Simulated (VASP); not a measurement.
# CdTe (F-43m) in VASP: notebook

Runs on CdTe. Level: PBE+D4. Tasks: single point.

Everything below comes from runs of VASP 6.6.1. Logs are shortened: lines on timing, memory, paths and dates and some standing lists are left out, and cuts for length are marked.

**1. The cell of the first run**

The structure is cubic, space group F-43m (No. 216). The conventional cell has a = 6.410 Å, b = 6.410 Å, c = 6.410 Å, α = 90.00°, β = 90.00°, γ = 90.00°. Within 3.7 Å of Cd (site symmetry -43m) lie 4 Te at 2.78 Å. Within 3.7 Å of Te (site symmetry -43m) lie 4 Cd at 2.78 Å.

**2. Single point, PBE+D4**

Contents of INCAR:

```
PREC = Accurate
ENCUT = 520
EDIFF = 1E-6
ISMEAR = 0
SIGMA = 0.05
LREAL = False
LASPH = True
NELM = 100
ALGO = Normal
ISIF = 2
LWAVE = False
LCHARG = False
GGA = PE
IVDW = 13
NBANDS = 16
```

Contents of KPOINTS:

```
regular mesh
0
Gamma
  6 6 6
```

Contents of POSCAR:

```
CdTe
1.0
    0.0000000000      3.2049986979      3.2049986979
    3.2049986979      0.0000000000      3.2049986979
    3.2049986979      3.2049986979      0.0000000000
Cd Te
1 1
Direct
    0.0000000000      0.0000000000      0.0000000000
    0.2500000000      0.2500000000      0.2500000000
```

Potentials or basis: VASP PAW PBE potentials, release 64 (Cd, Te).

Started as:

```
cat potpaw_PBE.64/Cd/POTCAR potpaw_PBE.64/Te/POTCAR > POTCAR
mpirun -np 1 vasp_std > vasp.out
```

OUTCAR:

```text
PREC = Accurate
   ENCUT = 520
   EDIFF = 1E-6
   ISMEAR = 0
   LREAL = False
   LASPH = True
   NELM = 100
   ISIF = 2
   GGA = PE
   IVDW = 13

 ion  position               nearest neighbor table
   1  0.000  0.000  0.000-   2 2.78   2 2.78   2 2.78   2 2.78
   2  0.250  0.250  0.250-   1 2.78   1 2.78   1 2.78   1 2.78

  LATTYP: Found a face centered cubic cell.
 ALAT       =     6.4099973958

  Lattice vectors:

 A1 = (   0.0000000000,   3.2049986979,   3.2049986979)
 A2 = (   3.2049986979,   0.0000000000,   3.2049986979)
 A3 = (   3.2049986979,   3.2049986979,   0.0000000000)

Analysis of symmetry for initial positions (statically):
=====================================================================
 Subroutine PRICEL returns:
 Original cell was already a primitive cell.

 Routine SETGRP: Setting up the symmetry group for a
 face centered cubic supercell.

 Subroutine GETGRP returns: Found 24 space group operations
 (whereof 24 operations were pure point group operations)
 out of a pool of 48 trial point group operations.

The static configuration has the point symmetry T_d .

Analysis of symmetry for dynamics (positions and initial velocities):
=====================================================================
 Subroutine PRICEL returns:
 Original cell was already a primitive cell.

 Routine SETGRP: Setting up the symmetry group for a
 face centered cubic supercell.

 Subroutine GETGRP returns: Found 24 space group operations
 (whereof 24 operations were pure point group operations)
 out of a pool of 48 trial point group operations.

The dynamic configuration has the point symmetry T_d .

 Subroutine INISYM returns: Found 24 space group operations
 (whereof 24 operations are pure point group operations),
 and found     1 'primitive' translations

----------------------------------------------------------------------------------------

                                     Primitive cell

  volume of cell :      65.8436

  direct lattice vectors                    reciprocal lattice vectors
     0.000000000  3.204998698  3.204998698    -0.156006304  0.156006304  0.156006304
     3.204998698  0.000000000  3.204998698     0.156006304 -0.156006304  0.156006304
     3.204998698  3.204998698  0.000000000     0.156006304  0.156006304 -0.156006304

  length of vectors
     4.532552626  4.532552626  4.532552626     0.270210844  0.270210844  0.270210844

  position of ions in fractional coordinates (direct lattice)
     0.000000000  0.000000000  0.000000000
     0.250000000  0.250000000  0.250000000

  ion indices of the primitive-cell ions
   primitive index   ion index
                 1           1
                 2           2

----------------------------------------------------------------------------------------

 KPOINTS: regular mesh

Automatic generation of k-mesh.
 Grid dimensions read from file:
 generate k-points for:    6    6    6

 Generating k-lattice:

  Cartesian coordinates                     Fractional coordinates (reciprocal lattice)
    -0.026001051  0.026001051  0.026001051     0.166666667  0.000000000  0.000000000
     0.026001051 -0.026001051  0.026001051     0.000000000  0.166666667  0.000000000
     0.026001051  0.026001051 -0.026001051     0.000000000  0.000000000  0.166666667

  Length of vectors
     0.045035141  0.045035141  0.045035141

  Shift w.r.t. Gamma in fractional coordinates (k-lattice)
     0.000000000  0.000000000  0.000000000

 Subroutine IBZKPT returns following result:
 ===========================================

 Found     16 irreducible k-points:

 Following reciprocal coordinates:
            Coordinates               Weight
  0.000000  0.000000  0.000000      1.000000
  0.166667  0.000000  0.000000      8.000000
  0.333333  0.000000  0.000000      8.000000
  0.500000  0.000000  0.000000      4.000000
  0.166667  0.166667  0.000000      6.000000
  0.333333  0.166667  0.000000     24.000000
[... 8 lines left out ...]
 -0.333333  0.333333  0.166667     24.000000
 -0.333333  0.500000  0.166667     12.000000
   k-points           NKPTS =     16   k-points in BZ     NKDIM =     16   number of bands    NBANDS=     16
   number of dos      NEDOS =    301   number of ions     NIONS =      2
   total plane-waves  NPLWV =  46656
   dimension x,y,z NGX =    36 NGY =   36 NGZ =   36
   dimension x,y,z NGXF=    72 NGYF=   72 NGZF=   72
   ions per type =               1   1
   NGX,Y,Z   is equivalent  to a cutoff of  13.20, 13.20, 13.20 a.u.
   NGXF,Y,Z  is equivalent  to a cutoff of  26.41, 26.41, 26.41 a.u.
 SYSTEM =  unknown system
   PREC   = accura    normal or accurate (medium, high low for compatibility)
   ISTART =      0    job   : 0-new  1-cont  2-samecut
   ICHARG =      2    charge: 1-file 2-atom 10-const
   ISPIN  =      1    spin polarized calculation?
   LNONCOLLINEAR =      F non collinear calculations
   LSORBIT =      F    spin-orbit coupling
   LASPH  =      T    aspherical Exc in radial PAW
   ENCUT  =  520.0 eV  38.22 Ry    6.18 a.u.   8.43  8.43  8.43*2*pi/ulx,y,z
   NELM   =    100;   NELMIN=  2; NELMDL= -5     # of ELM steps
   EDIFF  = 0.1E-05   stopping-criterion for ELM
   LREAL  =      F    real-space projection
   EDIFFG = 0.1E-04   stopping-criterion for IOM
   NSW    =      0    number of steps for IOM
   IBRION =     -1    ionic relax: 0-MD 1-quasi-New 2-CG
   NFREE  =      0    steps in history (QN), initial steepest desc. (CG)
   ISIF   =      2    stress and relaxation
   ISYM   =      2    0-nonsym 1-usesym 2-fastsym
   POTIM  = 0.5000    time-step for ionic-motion
   TEBEG  =    0.0;   TEEND  =   0.0 temperature during run
   PSTRESS=    0.0 pullay stress
   NELECT =      18.0000    total number of electrons
   NUPDOWN=      -1.0000    fix difference up-down
   EMIN   =  10.00;   EMAX   =-10.00  energy-range for DOS
   EFERMI =   0.00;   METHOD = LEGACY
   ISMEAR =     0;   SIGMA  =   0.05  broadening in eV -4-tet -1-fermi 0-gaus
   EFERMI_NEDOS =   21; number of points for ismear=-14 and -15
   IALGO  =     38    algorithm
   IMIX   =      4    mixing-type and parameters
     AMIX     =   0.40;   BMIX     =  1.00
     AMIX_MAG =   1.60;   BMIX_MAG =  1.00
  volume/ion in A,a.u.               =      32.92       222.17
  Fermi-wavevector in a.u.,A,eV,Ry     =   1.062497  2.007829 15.359622  1.128900
  Thomas-Fermi vector in A             =   2.197950
   LORBIT       =      0    0 simple, 1 ext, 2 COOP (PROOUT), +10 PAW based schemes
   GGA     = PE    functional components
   LHFCALC =     F    Hartree Fock is set to
   AEXX    =    0.0000 exact exchange contribution
   IVDW    =    13    specifies the selected vdW correction
   LEPSILON=     F    determine dielectric tensor
   LRPA    =     F    only Hartree local field effects (RPA)
 non-spin polarized calculation
 Gauss-broadening in eV      SIGMA  =   0.05
  energy-cutoff  :      520.00
  volume of cell :       65.84
 maximum number of plane-waves:      1807
 NGX is ok and might be reduce to    36
   NGX = 17   NGY = 17   NGZ = 17

 number of electron      17.9999995 magnetization

 Free energy of the ion-electron system (eV)
  ---------------------------------------------------
  ext. energy  EPLUGINS =         0.00000000
  ---------------------------------------------------
  free energy    TOTEN  =        -4.72107774 eV

  energy without entropy =       -4.72107774  energy(sigma->0) =       -4.72107774

 E-fermi :   2.8826     XC(G=0):  -8.7308

 val. band max:        2.6573081705   @ k =   0.0000   0.0000   0.0000
 cond. band min:       3.5293111498   @ k =   0.0000   0.0000   0.0000
 fundamental gap:      0.8720029793
 Fermi energy:         2.8825875124

 k-point     1 :       0.0000    0.0000    0.0000
  band No.  band energies     occupation
      1      -8.7108      2.00000
      2      -5.7523      2.00000
      3      -5.7523      2.00000
      4      -5.7523      2.00000
      5      -5.4667      2.00000
      6      -5.4667      2.00000
[... 8 lines left out ...]
     15      12.0708      0.00000
     16      12.0708      0.00000

 k-point     2 :       0.1667    0.0000    0.0000
  band No.  band energies     occupation
      1      -8.6033      2.00000
      2      -5.7318      2.00000
      3      -5.7318      2.00000
      4      -5.6658      2.00000
      5      -5.4681      2.00000
      6      -5.4681      2.00000
[... 8 lines left out ...]
     15      11.1481      0.00000
     16      11.1481      0.00000

 k-point     3 :       0.3333    0.0000    0.0000
  band No.  band energies     occupation
      1      -8.3882      2.00000
      2      -5.6966      2.00000
      3      -5.6966      2.00000
      4      -5.4637      2.00000
      5      -5.4637      2.00000
      6      -5.3659      2.00000
[... 8 lines left out ...]
     15      11.5788      0.00000
     16      11.5788      0.00000

 k-point     4 :       0.5000    0.0000    0.0000
  band No.  band energies     occupation
      1      -8.2830      2.00000
      2      -5.6830      2.00000
      3      -5.6830      2.00000
      4      -5.4568      2.00000
      5      -5.4568      2.00000
      6      -5.0863      2.00000
[... 8 lines left out ...]
     15      13.0456      0.00000
     16      13.0456      0.00000
[... 172 lines left out ...]
 k-point    14 :       0.5000    0.3333    0.1667
  band No.  band energies     occupation
      1      -8.2526      2.00000
      2      -5.6472      2.00000
      3      -5.6397      2.00000
      4      -5.5139      2.00000
      5      -5.4531      2.00000
      6      -5.1303      2.00000
[... 8 lines left out ...]
     15      13.0544      0.00000
     16      14.2205      0.00000

 k-point    15 :      -0.3333    0.3333    0.1667
  band No.  band energies     occupation
      1      -8.1868      2.00000
      2      -5.6392      2.00000
      3      -5.6233      2.00000
      4      -5.4940      2.00000
      5      -5.4641      2.00000
      6      -4.9186      2.00000
[... 8 lines left out ...]
     15      13.2616      0.00000
     16      13.9882      0.00000

 k-point    16 :      -0.3333    0.5000    0.1667
  band No.  band energies     occupation
      1      -8.1546      2.00000
      2      -5.6101      2.00000
      3      -5.6060      2.00000
      4      -5.5198      2.00000
      5      -5.4532      2.00000
      6      -4.8647      2.00000
[... 8 lines left out ...]
     15      13.8576      0.00000
     16      14.1570      0.00000

------------------------ aborting loop because EDIFF is reached ----------------------------------------

  DFT-D4 for vdW energy calculation

  Edisp (eV):   -0.73878

  FORCE on cell =-STRESS in cart. coord.  units (eV):
  Direction    XX          YY          ZZ          XY          YZ          ZX
  --------------------------------------------------------------------------------------
  -------------------------------------------------------------------------------------
  Total       0.97843     0.97843     0.97843    -0.00000     0.00000     0.00000
  in kB      23.80824    23.80824    23.80824    -0.00000     0.00000     0.00000
  external pressure =       23.81 kB  Pullay stress =        0.00 kB

 VOLUME and BASIS-vectors are now :
 -----------------------------------------------------------------------------
  energy-cutoff  :      520.00
  volume of cell :       65.84
      direct lattice vectors                 reciprocal lattice vectors
     0.000000000  3.204998698  3.204998698    -0.156006304  0.156006304  0.156006304
     3.204998698  0.000000000  3.204998698     0.156006304 -0.156006304  0.156006304
     3.204998698  3.204998698  0.000000000     0.156006304  0.156006304 -0.156006304

 POSITION                                       TOTAL-FORCE (eV/Angst)
 -----------------------------------------------------------------------------------
      0.00000      0.00000      0.00000         0.000000     -0.000000     -0.000000
      1.60250      1.60250      1.60250        -0.000000      0.000000      0.000000
 -----------------------------------------------------------------------------------
    total drift:                               -0.000000     -0.000000     -0.000000

  FREE ENERGIE OF THE ION-ELECTRON SYSTEM (eV)
  ---------------------------------------------------
  free  energy   TOTEN  =        -5.4598555816 eV

  energy  without entropy=       -5.4598555816  energy(sigma->0) =       -5.45985558
```

Wall time 37 s (1 thread of Intel Xeon 6975P-C, shared host); peak memory 0.21 GiB.

Results:

```yaml
Free_energy: -5.4599 eV
Pressure: 2.4 GPa
Band_gap_on_the_k_mesh: 0.87 eV, direct
Dispersion_energy_per_atom: -0.369 eV
```

Levels at points of the mesh, in eV from the valence-band top:
| k point | band 5 | band 6 | band 7 | band 8 | band 9 | band 10 | band 11 | band 12 | band 13 | band 14 |
| --- | --- | --- | --- | --- | --- | --- | --- | --- | --- | --- |
| (0.00, 0.00, 0.00) | -8.12 | -8.12 | 0.00 | 0.00 | 0.00 | 0.87 | 4.58 | 4.58 | 4.58 | 7.51 |
| (0.50, 0.00, 0.00) | -8.11 | -7.74 | -4.62 | -0.83 | -0.83 | 1.85 | 5.17 | 5.17 | 7.10 | 8.78 |
| (0.50, 0.50, 0.00) | -8.09 | -7.59 | -4.47 | -1.98 | -1.98 | 2.53 | 2.66 | 9.03 | 9.30 | 9.30 |

Caveat: spin-orbit coupling is left out, which moves the levels of the heavy elements. As with any semilocal functional, this PBE gap is likely too small.

**3. Single point, PBE+D4**

This run uses another cell than the first one, of 33.41 Å³/atom, 1.015 times its volume.

Contents of INCAR:

```
ALGO = Normal ; EDIFF = 1E-6
ENCUT = 520 ; GGA = PE
ISIF = 2 ; ISMEAR = 0
IVDW = 13 ; LASPH = True
LCHARG = False ; LREAL = False
LWAVE = False ; NBANDS = 16
NELM = 80 ; PREC = Accurate
SIGMA = 0.05
```

Contents of KPOINTS:

```
k-points
0
Gamma
  6 6 6
```

Contents of POSCAR:

```
CdTe
1.0
    0.0000000000      3.2207662408      3.2207662408
    3.2207662408      0.0000000000      3.2207662408
    3.2207662408      3.2207662408      0.0000000000
Cd Te
1 1
Direct
    0.0000000000      0.0000000000      0.0000000000
    0.2500000000      0.2500000000      0.2500000000
```

Potentials or basis: VASP PAW PBE potentials, release 64 (Cd, Te).

Started as:

```
cat potpaw_PBE.64/Cd/POTCAR potpaw_PBE.64/Te/POTCAR > POTCAR
mpirun -np 1 vasp_std > vasp.out
```

Wall time 39 s (1 thread of Intel Xeon 6975P-C, shared host); peak memory 0.21 GiB.

It converged, with:

* Free energy: -5.4721 eV
* Pressure: 1.7 GPa
* Band gap on the k mesh: 0.83 eV, direct
* Dispersion energy per atom: -0.363 eV

Levels at points of the mesh, in eV from the valence-band top:
| k point | band 5 | band 6 | band 7 | band 8 | band 9 | band 10 | band 11 | band 12 | band 13 | band 14 |
| --- | --- | --- | --- | --- | --- | --- | --- | --- | --- | --- |
| (0.00, 0.00, 0.00) | -8.08 | -8.08 | 0.00 | 0.00 | 0.00 | 0.83 | 4.59 | 4.59 | 4.59 | 7.49 |
| (0.50, 0.00, 0.00) | -8.07 | -7.71 | -4.53 | -0.80 | -0.80 | 1.84 | 5.18 | 5.18 | 7.09 | 8.72 |
| (0.50, 0.50, 0.00) | -8.05 | -7.57 | -4.40 | -1.93 | -1.93 | 2.56 | 2.66 | 8.94 | 9.22 | 9.22 |

Caveat: spin-orbit coupling is left out, which moves the levels of the heavy elements.

**4. Single point, PBE+D4 (volume scaled by 0.98)**

Contents of INCAR:

```
SYSTEM = CdTe
PREC = Accurate ; ENCUT = 520
EDIFF = 1E-6 ; ISMEAR = 0
SIGMA = 0.05 ; LREAL = .False.
LASPH = .True. ; NELM = 60
ALGO = Normal ; ISIF = 2
LWAVE = .False. ; LCHARG = .False.
GGA = PE ; IVDW = 13
NBANDS = 16
```

Contents of KPOINTS:

```
regular mesh
0
Gamma
  6 6 6
  0 0 0
```

Contents of POSCAR:

```
CdTe
1.0
    0.0000000000      3.2359343790      3.2359343790
    3.2359343790      0.0000000000      3.2359343790
    3.2359343790      3.2359343790      0.0000000000
Cd Te
1 1
Direct
    0.0000000000      0.0000000000      0.0000000000
    0.2500000000      0.2500000000      0.2500000000
```

Started as:

```
cat potpaw_PBE.64/Cd/POTCAR potpaw_PBE.64/Te/POTCAR > POTCAR
mpirun -np 1 vasp_std > vasp.out
```

Run time: 40 s. Hardware: 1 thread of Intel Xeon 6975P-C, shared host; peak memory 0.21 GiB.

It converged, with:

| Item | Value |
| --- | --- |
| Free energy | -5.4799 eV |
| Pressure | 1.0 GPa |
| Band gap on the k mesh | 0.78 eV, direct |
| Dispersion energy per atom | -0.357 eV |

Levels at points of the mesh, in eV from the valence-band top:
```tsv
k point	band 7	band 8	band 9	band 10	band 11	band 12
(0.00, 0.00, 0.00)	0.00	0.00	0.00	0.78	4.60	4.60
(0.50, 0.00, 0.00)	-4.45	-0.78	-0.78	1.82	5.19	5.19
(0.50, 0.50, 0.00)	-4.33	-1.88	-1.88	2.60	2.67	8.87
```

Caveat: the cell differs from its parent crystal (volume scaled by 0.98); spin-orbit coupling is left out, which moves the levels of the heavy elements.

**5. Summary**

```tsv
cell	gap on the mesh (eV)	pressure (GPa)
a = 4.533 Å, angles 60.0°, 2 atoms	0.87	2.4
a = 4.555 Å, angles 60.0°, 2 atoms	0.83	1.7
a = 4.576 Å, angles 60.0°, 2 atoms	0.78	1.0
```

Alike in all rows: task single point; level PBE+D4; potentials or basis VASP PAW PBE potentials, release 64 (Cd, Te); no spin polarisation; k mesh 6 × 6 × 6; cutoff (eV) 520; smearing gaussian 0.05 eV.

Caveats: spin-orbit coupling is left out, which moves the levels of the heavy elements.

Total energies depend on the potentials used, so only differences within one code and one set of settings carry meaning.
